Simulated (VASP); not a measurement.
A run of VASP 6.6.1 is set up as follows.

File INCAR:

```
SYSTEM = N
ALGO     = Normal         ! electronic algorithm
EDIFF    = 1E-6           ! SCF threshold, eV
ENCUT    = 520            ! plane-wave cutoff, eV
GGA      = PE             ! functional
ISIF     = 2              ! what is computed and relaxed
ISMEAR   = -1             ! smearing method
IVDW     = 12             ! dispersion correction
LASPH    = .TRUE.         ! aspherical terms in the spheres
LCHARG   = .FALSE.        ! write CHGCAR
LREAL    = Auto         
LWAVE    = .FALSE.        ! write WAVECAR
NBANDS   = 78             ! bands
NELM     = 100            ! most SCF steps
PREC     = Accurate       ! precision mode
SIGMA    = 0.05           ! smearing width, eV
```

File KPOINTS:

```
k-points
0
G
  1 1 1
  0 0 0
```

The input POSCAR:

```
N
1.0
    8.8620950000      0.0000000000      0.0000000000
    0.0000000000      8.8620950000      0.0000000000
    0.0000000000      0.0000000000      8.8620950000
N
24
Direct
    0.7974658133      0.5915199081      0.3989286750
    0.8740604556      0.6258356825      0.3070663082
    0.6583216599      0.8854897132      0.6375895736
    0.7192119600      0.8352291319      0.7336431087
    0.2916621949      0.2526381313      0.8444860199
    0.2993088695      0.2353590495      0.7214616715
    0.5887967297      0.2084988312      0.0739795428
    0.7096340698      0.2372420408      0.0833557783
    0.0044502582      0.0629438229      0.5458456301
   -0.0182223999      0.1594250369      0.4707595080
    0.2360759352      0.6328243569      0.7594552881
    0.3447660453      0.6614952769      0.7061236922
    0.2342223071      0.4380736416      0.2343230705
    0.1986238960      0.3209391919      0.2123598500
    0.2138271770      0.8045161732      0.3710660605
    0.2438351111      0.8789382961      0.2759916947
    0.5874839216      0.8116606516      0.1084143031
    0.5222125369      0.7183290375      0.0585122539
    0.5451606097      0.2686057852      0.4419693585
    0.6306047831      0.2532861080      0.5311078433
    0.9266388930      0.4070358932      0.7669701713
    0.8272012893      0.4665184509      0.8120401687
    0.0915007005      0.9366059135      0.9340218805
   -0.0129176169      1.0033724751      0.9441941485
```

Potentials or basis: VASP PAW PBE potentials, release 64 (N).

Command:

```sh
$ cat potpaw_PBE.64/N/POTCAR > POTCAR
$ mpirun -np 1 vasp_gam > vasp.out
```

Question: Predict the band gap on the k mesh.

Answer: 7.53 eV.

Question: What does it give for the largest force?

Answer: 1.759 eV/Å.

Question: Predict the pressure.

Answer: 1.4 GPa.

Question: Estimate the dispersion energy per atom.

Answer: -0.040 eV.

Stress tensor (GPa, compression positive):
```
 1.69  0.04 -0.09
 0.04  1.16 -0.33
-0.09 -0.33  1.50
```

Caveat: the k points lie up to 0.71 Å⁻¹ apart; the standard files for N, O and F lose accuracy on very short bonds.
